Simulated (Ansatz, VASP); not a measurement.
## One calculation of Bi, two programs

INCAR

```
ALGO = Fast ; EDIFF = 1E-7
ENCUT = 520 ; GGA = PE
ISIF = 2 ; ISMEAR = 0
LASPH = T ; LCHARG = F
LREAL = F ; LWAVE = F
NBANDS = 22 ; NELM = 60
PREC = Accurate ; SIGMA = 0.05
```

File KPOINTS:

```
k-points
0
Gamma
  10 10 6
```

POSCAR

```
Bi
1.0
    3.2383762460      0.0000000000      0.0000000000
    0.0000000000      3.2216433200      0.0000000000
   -0.0804548793      0.0000000000      6.4438887882
Bi
2
Direct
    0.4557527500      0.0000000000      0.2504221100
    0.5442472500      0.0000000000      0.7495778900
```

Input for Ansatz:

```yaml
crystal:
  lattice:
    - [3.238376246, 0.0, 0.0]
    - [0.0, 3.22164332, 0.0]
    - [-0.0804548793, 0.0, 6.4438887882]
  atoms:
    - { symbol: Bi, position: [0.45575275, 0.0, 0.25042211] }
    - { symbol: Bi, position: [0.54424725, 0.0, 0.74957789] }
basis:
  ecutwfc: 500
  fft_grid_basis: typed
kpoints:
  mp_grid: { grid: [10, 10, 6] }
hamiltonian:
  xc: pbe
  pseudopotentials: { kind: paw }
scf:
  occupations: { method: gaussian, width: 0.05 }
output:
  forces: true
  stress: true
  eigenvalues: true
  bader: true
  write_density: true
  volumetric_format: npy
  elf: true
```

Alike in both runs: task single point; functional PBE; k mesh 10 × 10 × 6; occupations gaussian, width 0.05 eV; no spin polarisation.

```csv
,VASP,Ansatz
version,VASP 6.6.1,Ansatz 0.2.0
potentials or method,"VASP PAW PBE potentials, release 64 (Bi_d), cutoff 520 eV","scalar-relativistic, plane waves, PAW"
valence electrons in the cell,30,30
```

Ansatz gave:

* gap on the k mesh at the Fermi level (eV): none
* pressure (GPa): 2.2
* traceless stress, the component that is largest in VASP (GPa): -0.97
* rms of the force components (eV/Å): 0.009

Task: What did VASP give for the same quantities?

Result: gap on the k mesh at the Fermi level (eV): none; pressure (GPa): 2.1; traceless stress, the component that is largest in VASP (GPa): -0.97; rms of the force components (eV/Å): 0.009.

Atom by atom the forces differ by 0.000 eV/Å (rms over components). A gap of «none» marks a metal or a gap that the smearing closes.

Spin-orbit coupling is off throughout.
